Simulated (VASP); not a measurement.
# SiC4: single point with PBE

Crystal: SiC4.

```
Si C
1.0
    -2.06743    2.06743    3.77180
     2.06743   -2.06743    3.77180
     2.06743    2.06743   -3.77180
Si C
1 4
Cartesian
  0.0000 0.0000 0.0000
  0.7309 0.7309 3.7718
  1.3365 1.3365 0.0000
  -0.7309 0.7309 3.7718
  0.7309 -0.7309 3.7718
```

```json
{"Program": "VASP 6.6.1", "Task": "single point", "Functional": "PBE", "Potentials or basis": "VASP PAW PBE potentials, release 64 (Si, C)", "Cutoff": "520 eV", "k mesh": "12 × 12 × 12", "Occupations": "gaussian, width 0.1 eV", "Spin": "no spin polarisation", "Dipole correction": "no", "Further INCAR settings": "ALGO = Normal; EDIFF = 1e-06; NBANDS = 18"}
```

- Pressure: 0.2 GPa
- Largest force: 0.099 eV/Å
- Band gap on the k mesh: zero (bands 10 and 11 overlap by 1.78 eV)

Forces in eV/Å, atoms in the order of the input:
```
Si   0.000  0.000  0.000
C    0.070  0.070  0.000
C   -0.070 -0.070  0.000
C   -0.070  0.070  0.000
C    0.070 -0.070  0.000
```

Stress tensor (GPa, compression positive):
```
 0.30  0.00  0.00
 0.00  0.30  0.00
 0.00  0.00 -0.02
```

Levels at points of the mesh, in eV from the Fermi level:
```
           k point  band 6  band 7  band 8  band 9  band 10  band 11  band 12  band 13  band 14  band 15
(0.00, 0.00, 0.00)   -4.99   -3.51   -3.51   -2.90     0.20     0.20     2.24     3.16     5.21     6.61
(0.50, 0.00, 0.00)   -5.93   -4.84   -4.05   -2.16     0.30     1.27     4.43     4.88     5.39     6.32
(0.50, 0.50, 0.00)   -3.92   -3.32   -1.84   -1.83    -0.98     0.01     0.31     4.93     7.59     7.67
(0.50, 0.50, 0.50)   -6.29   -3.51   -3.51   -2.80     1.05     1.05     2.86     3.61     6.07    10.44
```

It took 5.1 min on 1 thread of Intel Xeon 8259CL, with other jobs on the host, peak memory 0.3 GiB.
